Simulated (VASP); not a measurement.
# Ge (P6/mmm) in VASP: further runs

The runs below take Ge through single point, relaxation of cell and atoms, with PBE.

All numbers are computed with VASP 6.6.1; they aren't measurements. Logs are shortened: lines on timing, memory, paths and dates and some standing lists are left out, and cuts for length are marked.

### 1 The cell of the first run

It takes space group P6/mmm (No. 191, hexagonal). Conventional cell: a = 2.294 Å, b = 2.294 Å, c = 2.147 Å, α = 90.00°, β = 90.00°, γ = 120.00°. Ge (site symmetry 6/mmm) has 8 Ge at 2.15 to 2.29 Å within 2.8 Å.

### 2 Single point, PBE

Input file INCAR:

```
PREC = Accurate
ENCUT = 520
EDIFF = 1E-6
ISMEAR = -1
SIGMA = 0.05
LREAL = False
LASPH = True
NELM = 100
ALGO = Normal
ISIF = 2
LWAVE = False
LCHARG = True
GGA = PE
LELF = True
LVHAR = True
NBANDS = 13
```

Input file KPOINTS:

```
Automatic mesh
0
Gamma
  19 19 18
```

Input file POSCAR:

```
Ge
1.0
    2.2936584468      0.0000000000      0.0000000000
   -1.1468292234      1.9863664825      0.0000000000
    0.0000000000      0.0000000000      2.1468977394
Ge
1
Direct
    0.0000000000      0.0000000000      0.0000000000
```

Potentials or basis: VASP PAW PBE potentials, release 64 (Ge_d).

On the command line:

```bash
$ cat potpaw_PBE.64/Ge_d/POTCAR > POTCAR
$ mpirun -np 1 vasp_std > vasp.out
```

OUTCAR:

```text
PREC = Accurate
   ENCUT = 520
   EDIFF = 1E-6
   ISMEAR = -1
   LREAL = False
   LASPH = True
   NELM = 100
   ISIF = 2
   GGA = PE

 ion  position               nearest neighbor table
   1  0.000  0.000  0.000-

  LATTYP: Found a hexagonal cell.
 ALAT       =     2.2936584468
 C/A-ratio  =     0.9360145764

  Lattice vectors:

 A1 = (   2.2936584468,   0.0000000000,   0.0000000000)
 A2 = (  -1.1468292234,   1.9863664825,   0.0000000000)
 A3 = (   0.0000000000,   0.0000000000,   2.1468977394)

Analysis of symmetry for initial positions (statically):
=====================================================================
 Subroutine PRICEL returns:
 Original cell was already a primitive cell.

 Routine SETGRP: Setting up the symmetry group for a
 hexagonal supercell.

 Subroutine GETGRP returns: Found 24 space group operations
 (whereof 24 operations were pure point group operations)
 out of a pool of 24 trial point group operations.

The static configuration has the point symmetry D_6h.

Analysis of symmetry for dynamics (positions and initial velocities):
=====================================================================
 Subroutine PRICEL returns:
 Original cell was already a primitive cell.

 Routine SETGRP: Setting up the symmetry group for a
 hexagonal supercell.

 Subroutine GETGRP returns: Found 24 space group operations
 (whereof 24 operations were pure point group operations)
 out of a pool of 24 trial point group operations.

The dynamic configuration has the point symmetry D_6h.

 Subroutine INISYM returns: Found 24 space group operations
 (whereof 24 operations are pure point group operations),
 and found     1 'primitive' translations

----------------------------------------------------------------------------------------

                                     Primitive cell

  volume of cell :       9.7814

  direct lattice vectors                    reciprocal lattice vectors
     2.293658447  0.000000000  0.000000000     0.435984704  0.251715886  0.000000000
    -1.146829223  1.986366483  0.000000000     0.000000000  0.503431773  0.000000000
     0.000000000  0.000000000  2.146897739     0.000000000  0.000000000  0.465788371

  length of vectors
     2.293658447  2.293658447  2.146897739     0.503431773  0.503431773  0.465788371

  position of ions in fractional coordinates (direct lattice)
     0.000000000  0.000000000  0.000000000

  ion indices of the primitive-cell ions
   primitive index   ion index
[... 69 lines left out ...]
   LSORBIT =      F    spin-orbit coupling
   LASPH  =      T    aspherical Exc in radial PAW
   ENCUT  =  520.0 eV  38.22 Ry    6.18 a.u.   4.26  4.26  3.99*2*pi/ulx,y,z
   NELM   =    100;   NELMIN=  2; NELMDL= -5     # of ELM steps
   EDIFF  = 0.1E-05   stopping-criterion for ELM
   LREAL  =      F    real-space projection
   EDIFFG = 0.1E-04   stopping-criterion for IOM
   NSW    =      0    number of steps for IOM
   IBRION =     -1    ionic relax: 0-MD 1-quasi-New 2-CG
   NFREE  =      0    steps in history (QN), initial steepest desc. (CG)
   ISIF   =      2    stress and relaxation
   ISYM   =      2    0-nonsym 1-usesym 2-fastsym
   POTIM  = 0.5000    time-step for ionic-motion
   TEBEG  =    0.0;   TEEND  =   0.0 temperature during run
   PSTRESS=    0.0 pullay stress
   NELECT =      14.0000    total number of electrons
   NUPDOWN=      -1.0000    fix difference up-down
   EMIN   =  10.00;   EMAX   =-10.00  energy-range for DOS
   EFERMI =   0.00;   METHOD = LEGACY
   ISMEAR =    -1;   SIGMA  =   0.05  broadening in eV -4-tet -1-fermi 0-gaus
   EFERMI_NEDOS =   21; number of points for ismear=-14 and -15
   IALGO  =     38    algorithm
   IMIX   =      4    mixing-type and parameters
     AMIX     =   0.40;   BMIX     =  1.00
     AMIX_MAG =   1.60;   BMIX_MAG =  1.00
  volume/ion in A,a.u.               =       9.78        66.01
  Fermi-wavevector in a.u.,A,eV,Ry     =   1.844949  3.486448 46.312008  3.403837
  Thomas-Fermi vector in A             =   2.896317
   LORBIT       =      0    0 simple, 1 ext, 2 COOP (PROOUT), +10 PAW based schemes
   GGA     = PE    functional components
[... 5 lines left out ...]
 non-spin polarized calculation
  energy-cutoff  :      520.00
  volume of cell :        9.78
 maximum number of plane-waves:       284
 NGX is ok and might be reduce to    18
   NGX =  9   NGY =  9   NGZ =  7

 number of electron      13.9999994 magnetization

 Free energy of the ion-electron system (eV)
  ---------------------------------------------------
  ext. energy  EPLUGINS =         0.00000000
  ---------------------------------------------------
  free energy    TOTEN  =        -0.79486996 eV

  energy without entropy =       -0.79275314  energy(sigma->0) =       -0.79381155

 E-fermi :  16.8376     XC(G=0): -14.9951

 val. band max:       16.8350229754   @ k =   0.4211   0.1579   0.4444
 cond. band min:      16.8542388760   @ k =   0.2105   0.1579   0.1111
 fundamental gap:      0.0192159006
 Fermi energy:        16.8375580309

 k-point     1 :       0.0000    0.0000    0.0000
  band No.  band energies     occupation
      1     -10.2835      2.00000
      2      -9.6137      2.00000
      3      -9.6137      2.00000
      4      -8.8741      2.00000
      5      -8.8741      2.00000
      6      -4.3346      2.00000
      7      27.2329      0.00000
      8      30.5522      0.00000
      9      31.8464      0.00000
     10      31.8464      0.00000
     11      34.1621      0.00000
     12      35.9067      0.00000
     13      35.9067      0.00000
[... 354 lines left out ...]
  band No.  band energies     occupation
      1     -10.0738      2.00000
      2      -9.7630      2.00000
      3      -9.1523      2.00000
      4      -9.0562      2.00000
      5      -8.9566      2.00000
      6       1.5226      2.00000
      7      12.0980      2.00000
      8      19.9604      0.00000
      9      32.1219      0.00000
     10      33.3840      0.00000
     11      36.3879      0.00000
     12      44.5175      0.00000
     13      45.9388      0.00000

 [... further k-points ...]
[... 5 lines left out ...]
  --------------------------------------------------------------------------------------
  -------------------------------------------------------------------------------------
  Total       13.4936534     13.4936534     13.4696711      0.0000000      0.0000000      0.0000000
  in kB     2210.2461809   2210.2461808   2206.3179023      0.0000000      0.0000000      0.0000000
  external PRESSURE =    2208.9367547 kB  Pullay stress =       0.0000000 kB

 VOLUME and BASIS-vectors are now :
 -----------------------------------------------------------------------------
  energy-cutoff  :      520.00
  volume of cell :        9.78
      direct lattice vectors                 reciprocal lattice vectors
     2.293658447  0.000000000  0.000000000     0.435984704  0.251715886  0.000000000
    -1.146829223  1.986366483  0.000000000     0.000000000  0.503431773  0.000000000
     0.000000000  0.000000000  2.146897739     0.000000000  0.000000000  0.465788371

 POSITION                                       TOTAL-FORCE (eV/Angst)
 -----------------------------------------------------------------------------------
      0.00000      0.00000      0.00000         0.000000      0.000000      0.000000
 -----------------------------------------------------------------------------------
    total drift:                                0.000000      0.000000      0.000000

  FREE ENERGIE OF THE ION-ELECTRON SYSTEM (eV)
  ---------------------------------------------------
  free  energy   TOTEN  =        -0.7948699644 eV

  energy  without entropy=       -0.7927531377  energy(sigma->0) =       -0.79381155
```

stdout:

```text
POSCAR found type information on POSCAR Ge
 POSCAR found :  1 types and       1 ions
 scaLAPACK will be used
 LDA part: xc-table for (Slater+PW92), standard interpolation
 POSCAR, INCAR and KPOINTS ok, starting setup
 FFT: planning ... GRIDC
 FFT: planning ... GRID_SOFT
 FFT: planning ... GRID
 WAVECAR not read
 entering main loop
```

Wall time 35 s (1 thread of Intel Xeon 6975P-C, shared host); peak memory 0.16 GiB.

What came out:

```yaml
Free_energy: -0.7949 eV
Pressure: 220.9 GPa
Band_gap_on_the_k_mesh: zero (band 7 reaches 27.61 eV, above the bottom of band 8 at 9.96 eV)
```

### 3 Single point, PBE

Input file INCAR:

```
ALGO = Normal
EDIFF = 1E-6
ENCUT = 520
GGA = PE
ISIF = 2
ISMEAR = -1
LASPH = True
LCHARG = True
LELF = True
LREAL = False
LVHAR = True
LWAVE = False
NBANDS = 13
NELM = 80
PREC = Accurate
SIGMA = 0.05
```

Input file KPOINTS:

```
k-points
0
Gamma
  19 19 18
```

Input file POSCAR:

```
Ge
1.0
    2.2936883001      0.0000000000      0.0000000000
   -1.1468441500      1.9863923362      0.0000000000
    0.0000000000      0.0000000000      2.1463918865
Ge
1
Direct
    0.0000000000      0.0000000000      0.0000000000
```

Potentials or basis: VASP PAW PBE potentials, release 64 (Ge_d).

On the command line:

```bash
$ cat potpaw_PBE.64/Ge_d/POTCAR > POTCAR
$ mpirun -np 1 vasp_std > vasp.out
```

Run time: 32 s. Hardware: 1 thread of Intel Xeon 6975P-C, shared host; peak memory 0.16 GiB.

The run converged. Its results:

| Quantity | Value |
| --- | --- |
| Free energy | -0.7920 eV |
| Pressure | 221.1 GPa |
| Band gap on the k mesh | zero (band 7 reaches 27.63 eV, above the bottom of band 8 at 9.96 eV) |

Stress tensor (GPa, compression positive):
```
221.10   0.00   0.00
  0.00 221.10   0.00
  0.00   0.00 221.02
```

Levels at points of the mesh, in eV from the Fermi level:
```tsv
k point	band 5	band 6	band 7	band 8	band 9	band 10
(0.00, 0.00, 0.00)	-25.71	-21.17	10.41	13.72	15.00	15.00
(0.00, 0.00, 0.50)	-26.13	-12.68	-12.14	22.48	23.04	23.17
```

### 4 Relaxation of cell and atoms, PBE, target pressure 220 GPa, at which the enthalpy is minimised

This run uses another cell than the first one, of 9.72 Å³/atom, 0.993 times its volume.

Input file INCAR:

```
SYSTEM = Ge
PREC = Accurate ; ENCUT = 600
EDIFF = 1E-7 ; ISMEAR = -1
SIGMA = 0.05 ; LREAL = .FALSE.
LASPH = .TRUE. ; NELM = 60
ALGO = Normal ; ISIF = 3
LWAVE = .FALSE. ; LCHARG = .FALSE.
GGA = PE ; IBRION = 2
NSW = 60 ; EDIFFG = -0.005
PSTRESS = 2200.0
```

Input file KPOINTS:

```
regular mesh
0
G
  19 19 18
  0 0 0
```

Input file POSCAR:

```
Ge
1.0
    2.2852935918      0.0000000000      0.0000000000
   -1.1426467959      1.9791223056      0.0000000000
    0.0000000000      0.0000000000      2.1481759762
Ge
1
Direct
    0.0000000000      0.0000000000      0.0000000000
```

Potentials or basis: VASP PAW PBE potentials, release 64 (Ge_d).

On the command line:

```bash
$ cat potpaw_PBE.64/Ge_d/POTCAR > POTCAR
$ mpirun -np 1 vasp_std > vasp.out
```

OUTCAR:

```text
SYSTEM = Ge
   PREC = Accurate
   ENCUT = 600
   EDIFF = 1E-7
   ISMEAR = -1
   LREAL = .FALSE.
   LASPH = .TRUE.
   NELM = 60
   ISIF = 3
   GGA = PE
   IBRION = 2
   NSW = 60
   EDIFFG = -0.005
   PSTRESS = 2200.0

 ion  position               nearest neighbor table
   1  0.000  0.000  0.000-

  LATTYP: Found a hexagonal cell.
 ALAT       =     2.2852935918
 C/A-ratio  =     0.9400000000

  Lattice vectors:

 A1 = (   2.2852935918,   0.0000000000,   0.0000000000)
 A2 = (  -1.1426467959,   1.9791223056,   0.0000000000)
 A3 = (   0.0000000000,   0.0000000000,   2.1481759762)

Analysis of symmetry for initial positions (statically):
=====================================================================
 Subroutine PRICEL returns:
 Original cell was already a primitive cell.

 Routine SETGRP: Setting up the symmetry group for a
 hexagonal supercell.

 Subroutine GETGRP returns: Found 24 space group operations
 (whereof 24 operations were pure point group operations)
 out of a pool of 24 trial point group operations.

The static configuration has the point symmetry D_6h.
[... 166 lines left out ...]
  -------------------------------------------------------------------------------------
  Total       13.8709512     13.8709512     13.4953623      0.0000000     -0.0000000      0.0000000
  in kB     2287.3484911   2287.3484911   2225.4131003      0.0000000     -0.0000000      0.0000000
  external PRESSURE =      66.7033609 kB  Pullay stress =    2200.0000000 kB
[... 172 lines left out ...]
--------------------------------------- Ionic step        6  -------------------------------------------

 number of electron      13.9999995 magnetization

 Free energy of the ion-electron system (eV)
  ---------------------------------------------------
  ext. energy  EPLUGINS =         0.00000000
  ---------------------------------------------------
  free energy    TOTEN  =        -0.81004714 eV

  energy without entropy =       -0.80792295  energy(sigma->0) =       -0.80898505

 E-fermi :  16.8136     XC(G=0): -14.9877

 val. band max:       16.8110183134   @ k =   0.4211   0.1579   0.4444
 cond. band min:      16.8262981229   @ k =   0.2105   0.1579   0.1111
 fundamental gap:      0.0152798095
 Fermi energy:        16.8136273335

 k-point     1 :       0.0000    0.0000    0.0000
  band No.  band energies     occupation
      1     -10.2999      2.00000
      2      -9.6310      2.00000
      3      -9.6310      2.00000
      4      -8.8932      2.00000
      5      -8.8932      2.00000
      6      -4.3398      2.00000
      7      27.2187      0.00000
      8      30.5310      0.00000
      9      31.7988      0.00000
     10      31.7988      0.00000
     11      34.1321      0.00000
[... 309 lines left out ...]
 k-point    24 :       0.3158    0.1053    0.0000
  band No.  band energies     occupation
      1     -10.0905      2.00000
      2      -9.7800      2.00000
      3      -9.1703      2.00000
      4      -9.0752      2.00000
      5      -8.9755      2.00000
      6       1.5112      2.00000
      7      12.0747      2.00000
      8      19.9304      0.00000
      9      32.0843      0.00000
     10      33.3619      0.00000
     11      36.3657      0.00000

 [... further k-points ...]
[... 5 lines left out ...]
  --------------------------------------------------------------------------------------
  -------------------------------------------------------------------------------------
  Total       13.4492897     13.4492897     13.4494849      0.0000000     -0.0000000      0.0000000
  in kB     2200.5126539   2200.5126539   2200.5445973      0.0000000     -0.0000000      0.0000000
  external PRESSURE =       0.5233017 kB  Pullay stress =    2200.0000000 kB
[... 20 lines left out ...]
  energy  without entropy=       -0.8079229499  energy(sigma->0) =       -0.80898505

  enthalpy is  TOTEN    =        12.6361092585 eV   P V=       13.4461564003

 reached required accuracy - stopping structural energy minimisation
```

It took 2.4 min on 1 thread of Intel Xeon 6975P-C, shared host; peak memory 0.17 GiB.

What came out:

```yaml
Free_energy: -0.8100 eV
Relaxed_volume: 9.79 Å³/atom
Relaxed_cell: a = 2.295 Å, b = 2.295 Å, c = 2.147 Å, α = 90.00°, β = 90.00°, γ = 120.00°
Space_group_after_relaxing_to_0.05_Å: P6/mmm (No. 191)
Energy_change_on_relaxing_the_enthalpy_is_what_falls: -107.1 meV/atom
Ionic_steps: 6
Pressure_after_relaxing: 220.1 GPa
Band_gap_on_the_k_mesh: zero (band 7 reaches 27.59 eV, above the bottom of band 8 at 9.94 eV)
```

The path:
| step | energy change (eV) | largest force (eV/Å) | pressure (GPa) | volume (Å³) |
| --- | --- | --- | --- | --- |
| 1 | 0.0000 | 0.0000 | 226.67 | 9.72 |
| 2 | -0.7316 | 0.0000 | 181.93 | 10.29 |
| 3 | -0.1214 | 0.0000 | 219.12 | 9.80 |
| 4 | -0.1158 | 0.0000 | 219.47 | 9.80 |
| 5 | -0.0846 | 0.0000 | 221.51 | 9.78 |
| 6 | -0.1071 | 0.0000 | 220.05 | 9.79 |

Final structure:
```
Ge
1.0
     2.29478    0.00000    0.00000
    -1.14739    1.98734    0.00000
     0.00000    0.00000    2.14720
Ge
1
Direct
  0.00000 0.00000 0.00000
```

Levels at points of the mesh, in eV from the Fermi level:
```
           k point  band 3  band 4  band 5  band 6  band 7  band 8  band 9  band 10  band 11
(0.00, 0.00, 0.00)  -26.44  -25.71  -25.71  -21.15   10.41   13.72   14.99    14.99    17.32
(0.00, 0.00, 0.50)  -26.26  -26.12  -26.12  -12.67  -12.12   22.47   23.02    23.14    23.14
```

Caveat: the cell is relaxed towards a set pressure, so the enthalpy falls and the energy may rise.

### 5 Summary

| task | cell | cutoff (eV) | gap on the mesh (eV) | pressure (GPa) |
| --- | --- | --- | --- | --- |
| single point | a = 2.294, b = 2.294, c = 2.147 Å, angles 90.0, 90.0, 120.0°, 1 atom | 520 | none | 220.9 |
| single point | a = 2.294, b = 2.294, c = 2.146 Å, angles 90.0, 90.0, 120.0°, 1 atom | 520 | none | 221.1 |
| relaxation of cell and atoms | relaxed to 220 GPa from a = 2.285, b = 2.285, c = 2.148 Å, angles 90.0, 90.0, 120.0°, 1 atom | 600 | none | 220.1 |

Alike in all rows: level PBE; potentials or basis VASP PAW PBE potentials, release 64 (Ge_d); no spin polarisation; k mesh 19 × 19 × 18; smearing fermi-dirac 0.05 eV.

Caveats: the cell is relaxed towards a set pressure, so the enthalpy falls and the energy may rise (some runs).

Absolute energies hang on the potentials; compare differences alone.
